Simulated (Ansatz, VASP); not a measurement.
BaAlGe in VASP and in Ansatz

```xyz
3
Lattice="4.3526 0.0000 0.0000 -2.1763 3.7695 0.0000 0.0000 0.0000 5.2278" Properties=species:S:1:pos:R:3 pbc="T T T"
Ba    0.0000    0.0000    0.0000
Al    2.1763    1.2565    2.6139
Ge    0.0000    2.5130    2.6139
```

Alike in both runs: task relaxation of cell and atoms; functional LDA; k mesh 12 × 12 × 8; occupations gaussian, width 0.1 eV; no spin polarisation.

|  | VASP | Ansatz |
| --- | --- | --- |
| version | VASP 6.6.1 | Ansatz 0.2.0 |
| potentials or method | VASP PAW LDA potentials, release 64 (Ba_sv, Al, Ge_d), cutoff 600 eV | scalar-relativistic, plane waves, PAW |
| valence electrons in the cell | 27 | 27 |

VASP gave:

| Quantity | Value |
| --- | --- |
| gap on the k mesh at the Fermi level, each at its own relaxed structure (eV) | none |
| relaxed volume (Å³/atom) | 26.85 |
| relaxed length of the cell vector where the two differ most in proportion (Å) | 5.038 |

What did Ansatz give for the same quantities?

gap on the k mesh at the Fermi level, each at its own relaxed structure (eV): none; relaxed volume (Å³/atom): 26.66; relaxed length of the cell vector where the two differ most in proportion (Å): 5.019.

LDA's correlation is that of Perdew and Zunger in VASP and of Perdew and Wang (1992) in Ansatz. A gap of «none» marks a metal or a gap that the smearing closes.

Spin-orbit coupling is off throughout.
